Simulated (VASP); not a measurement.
A run of VASP 6.6.1:

Contents of INCAR:

```
PREC = Accurate ; ENCUT = 500
EDIFF = 1E-6 ; ISMEAR = 0
SIGMA = 0.1 ; LREAL = False
LASPH = True ; NELM = 120
ALGO = Normal ; ISIF = 2
LWAVE = False ; LCHARG = False
GGA = PE ; NBANDS = 14
GGA_COMPAT = False
```

File KPOINTS:

```
Automatic mesh
0
Gamma
  9 9 4
```

File POSCAR:

```
TiAl
1.0
    2.8672622327      0.0000000000      0.0000000000
   -1.4336311163      2.4831219328      0.0000000000
    0.0000000000      0.0000000000      4.6780830000
Ti Al
1 1
Direct
    0.0000000000      0.0000000000      0.0000000000
    0.3333333300      0.6666666700      0.5000000000
```

Potentials or basis: VASP PAW PBE potentials, release 64 (Ti_sv, Al).

Run with:

```sh
$ cat potpaw_PBE.64/Ti_sv/POTCAR potpaw_PBE.64/Al/POTCAR > POTCAR
$ mpirun -np 1 vasp_std > vasp.out
```

Hardware: 1 thread of Intel Xeon 8259CL, with other jobs on the host.

Estimate the wall time of this run.

It took 12 s on 1 thread of Intel Xeon 8259CL, on a shared host, peak memory 0.16 GiB. Counts: scf iterations 14, k points 36.
